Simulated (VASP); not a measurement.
Wanted: the native input for a VASP 6.6.1 run.

| Quantity | Value |
| --- | --- |
| Task | single point |
| Functional | r2SCAN |
| Potentials or basis | VASP PAW PBE potentials, release 64 (Mg, S, Ba_sv) |
| Cutoff | 520 eV |
| k mesh | 4 × 4 × 4 |
| Occupations | gaussian, width 0.01 eV |
| Spin | no spin polarisation |
| Dipole correction | no |
| Further INCAR settings | ALGO = Normal; EDIFF = 1e-07; NBANDS = 30 |

Crystal: BaMg3S4.

```
CELL_PARAMETERS angstrom
5.55384 0.00000 0.00000
0.00000 5.55384 0.00000
0.00000 0.00000 5.55384
ATOMIC_POSITIONS crystal
Mg 0.50000 0.00000 0.00000
Mg 0.00000 0.50000 0.00000
Mg 0.00000 0.00000 0.50000
S 0.00000 0.50000 0.50000
S 0.50000 0.00000 0.50000
S 0.50000 0.50000 0.00000
S 0.00000 0.00000 0.00000
Ba 0.50000 0.50000 0.50000
```

One way to write it, as run:

POSCAR

```
BaMg3S4
1.0
    5.5538427912      0.0000000000      0.0000000000
    0.0000000000      5.5538427912      0.0000000000
    0.0000000000      0.0000000000      5.5538427912
Mg S Ba
3 4 1
Direct
    0.5000000000      0.0000000000      0.0000000000
    0.0000000000      0.5000000000      0.0000000000
    0.0000000000      0.0000000000      0.5000000000
    0.0000000000      0.5000000000      0.5000000000
    0.5000000000      0.0000000000      0.5000000000
    0.5000000000      0.5000000000      0.0000000000
    0.0000000000      0.0000000000      0.0000000000
    0.5000000000      0.5000000000      0.5000000000
```

INCAR.step1

```
PREC = Accurate
ENCUT = 520
ISMEAR = 0
SIGMA = 0.01
LREAL = False
LASPH = True
NELM = 100
NBANDS = 30
GGA = PE
ALGO = Normal
EDIFF = 1E-4
LWAVE = True
LCHARG = False
```

INCAR.step2

```
PREC = Accurate
ENCUT = 520
EDIFF = 1E-7
ISMEAR = 0
SIGMA = 0.01
LREAL = False
LASPH = True
NELM = 100
ALGO = Normal
ISIF = 2
LWAVE = False
LCHARG = False
METAGGA = R2SCAN
LMIXTAU = True
NBANDS = 30
ISTART = 1
```

KPOINTS

```
Automatic mesh
0
Gamma
  4 4 4
```

Potentials or basis: VASP PAW PBE potentials, release 64 (Mg, S, Ba_sv).

Launch:

```console
$ cat potpaw_PBE.64/Mg/POTCAR potpaw_PBE.64/S/POTCAR potpaw_PBE.64/Ba_sv/POTCAR > POTCAR
$ cp INCAR.step1 INCAR
$ mpirun -np 1 vasp_std > vasp.out
$ cp INCAR.step2 INCAR
$ mpirun -np 1 vasp_std > vasp.out
```

It gave:

The pressure is 5.0 GPa. The band gap on the k mesh is 1.76 eV.

Caveat: the cell stands under pressure; the PAW data sets were made with another functional, which shifts forces and pressure a little; spin-orbit coupling is left out, which moves the levels of the heavy elements.

Run time: 2.5 min on 1 thread of Intel(R) Xeon(R) Platinum 8488C (Sapphire Rapids), with other jobs on the host, peak memory 0.31 GiB.
